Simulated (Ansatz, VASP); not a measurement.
## One calculation of Sn, two programs

Contents of INCAR:

```
ALGO = Normal
EDIFF = 1E-7
EDIFFG = -0.01
ENCUT = 600
GGA = PE
IBRION = 2
ISIF = 3
ISMEAR = 0
LASPH = True
LCHARG = False
LREAL = False
LWAVE = False
NELM = 100
NSW = 100
PREC = Accurate
SIGMA = 0.1
```

Contents of KPOINTS:

```
k-points
0
Gamma
  8 8 8
```

POSCAR

```
Sn
1.0
   -4.1070608372      4.1070608372      4.1070608372
    4.1070608372     -4.1070608372      4.1070608372
    4.1070608372      4.1070608372     -4.1070608372
Sn
6
Direct
    0.7500000000      0.2500000000      0.5000000000
    0.2500000000      0.7500000000      0.5000000000
    0.5000000000      0.2500000000      0.7500000000
    0.7500000000      0.5000000000      0.2500000000
    0.5000000000      0.7500000000      0.2500000000
    0.2500000000      0.5000000000      0.7500000000
```

Input for Ansatz:

```yaml
crystal:
  lattice:
    - [-4.1070608372, 4.1070608372, 4.1070608372]
    - [4.1070608372, -4.1070608372, 4.1070608372]
    - [4.1070608372, 4.1070608372, -4.1070608372]
  atoms:
    - { symbol: Sn, position: [0.75, 0.25, 0.5] }
    - { symbol: Sn, position: [0.25, 0.75, 0.5] }
    - { symbol: Sn, position: [0.5, 0.25, 0.75] }
    - { symbol: Sn, position: [0.75, 0.5, 0.25] }
    - { symbol: Sn, position: [0.5, 0.75, 0.25] }
    - { symbol: Sn, position: [0.25, 0.5, 0.75] }
basis:
  ecutwfc: 420
kpoints:
  mp_grid: { grid: [8, 8, 8] }
hamiltonian:
  xc: pbe
scf:
  occupations: { method: gaussian, width: 0.1 }
output:
  forces: true
  stress: true
  eigenvalues: true
relax:
  adjacent_minimum: "off"
  f_tol: 0.01
  max_steps: 80
  cell: { stress_tol: 0.05 }
```

Alike in both runs: task relaxation of cell and atoms; functional PBE; k mesh 8 × 8 × 8; occupations gaussian, width 0.1 eV; no spin polarisation.

|  | VASP | Ansatz |
| --- | --- | --- |
| version | VASP 6.6.1 | Ansatz 0.2.0 |
| potentials or method | VASP PAW PBE potentials, release 64 (Sn_d), cutoff 600 eV | scalar-relativistic, plane waves, PAW |
| valence electrons in the cell | 84 | 84 |

|  | VASP | Ansatz | Ansatz less VASP |
| --- | --- | --- | --- |
| gap on the k mesh at the Fermi level, each at its own relaxed structure (eV) | none | none | - |
| relaxed volume (Å³/atom) | 45.95 | 45.95 | -0.009 |
| relaxed cell length with the largest relative difference (Å) | 7.102 | 7.101 | -0.0005 |

A gap of «none» marks a metal or a gap that the smearing closes.
